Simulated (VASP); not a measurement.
Wanted: the native input for a VASP 6.6.1 run.

- Task: relaxation of cell and atoms
- Functional: PBEsol
- Potentials or basis: VASP PAW PBE potentials, release 64 (Zr_sv, Cu)
- Cutoff: 600 eV
- k mesh: 6 × 6 × 6, shifted
- Occupations: fermi-dirac, width 0.2 eV
- Spin: no spin polarisation
- Target pressure: 6 GPa
- Dipole correction: no
- Further INCAR settings: ALGO = Normal; EDIFF = 1e-07; IBRION = 2; EDIFFG = -0.001; NSW = 80; ISIF = 3

The structure of ZrCu lies in POSCAR:

```
ZrCu
1.0
    3.2526640000      0.0000000000      0.0000000000
    0.0000000000      3.2526640000      0.0000000000
    0.0000000000      0.0000000000      3.2526640000
Zr Cu
1 1
Direct
    0.5000000000      0.5000000000      0.5000000000
    0.0000000000      0.0000000000      0.0000000000
```

One way to write it, as run:

INCAR

```
  PREC = Accurate
  ENCUT = 600
  EDIFF = 1E-7
  ISMEAR = -1
  SIGMA = 0.2
  LREAL = False
  LASPH = True
  NELM = 120
  ALGO = Normal
  ISIF = 3
  LWAVE = False
  LCHARG = False
  GGA = PS
  IBRION = 2
  NSW = 80
  EDIFFG = -0.001
  PSTRESS = 60.0
  GGA_COMPAT = False
  NELMIN = 4
```

KPOINTS

```
Automatic mesh
0
Gamma
  6 6 6
  0.5 0.5 0.5
```

Potentials or basis: VASP PAW PBE potentials, release 64 (Zr_sv, Cu).

The run is started by

```sh
$ cat potpaw_PBE.64/Zr_sv/POTCAR potpaw_PBE.64/Cu/POTCAR > POTCAR
$ mpirun -np 1 vasp_std > vasp.out
```

It gave:

```yaml
Relaxed_volume: 16.16 Å³/atom
Relaxed_cell: a = 3.185 Å, b = 3.185 Å, c = 3.185 Å, α = 90.00°, β = 90.00°, γ = 90.00°
Space_group_after_relaxing_to_0.05_Å: Pm-3m (No. 221)
Energy_change_on_relaxing_the_enthalpy_is_what_falls: +10.2 meV/atom
Ionic_steps: 11
Pressure_after_relaxing: 6.0 GPa
```

Caveat: the cell is relaxed towards a set pressure, so the enthalpy falls and the energy may rise; the PAW data sets were made with another functional, which shifts forces and pressure a little.

It took 38 s on 1 thread of AMD EPYC 9R45 96-Core Processor (Zen 5), with other jobs on the host, peak memory 0.13 GiB.
